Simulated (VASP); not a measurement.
Input of a VASP 6.6.1 run:

INCAR

```
SYSTEM = LiF
PREC = Accurate
ENCUT = 520
EDIFF = 1E-6
ISMEAR = 0
SIGMA = 0.05
LREAL = .False.
LASPH = .True.
NELM = 60
ALGO = Normal
ISIF = 2
LWAVE = .False.
LCHARG = .True.
GGA = PE
LELF = .True.
LVHAR = .True.
NBANDS = 18
```

KPOINTS

```
regular mesh
0
Gamma
  9 9 6
  0 0 0
```

POSCAR

```
LiF
1.0
    3.1259140087      0.0000000000      0.0000000000
   -1.5629570043      2.7071209416      0.0000000000
    0.0000000000      0.0000000000      4.9018781194
Li F
2 2
Direct
    0.3333333333      0.6666666667      0.3300704633
    0.6666666667      0.3333333333      0.8300704633
    0.3333333333      0.6666666667      0.9939266766
    0.6666666667      0.3333333333      0.4939266766
```

Potentials or basis: VASP PAW PBE potentials, release 64 (Li_sv, F).

Command:

```sh
$ cat potpaw_PBE.64/Li_sv/POTCAR potpaw_PBE.64/F/POTCAR > POTCAR
$ mpirun -np 1 vasp_std > vasp.out
```

(1) Predict the band gap on the k mesh.

(2) Estimate the largest force.

## Answers

(1) 7.56 eV.

(2) 1.556 eV/Å.

Caveat: forces of over 1 eV/Å act on the atoms, so gaps and moduli don't describe the material at rest.
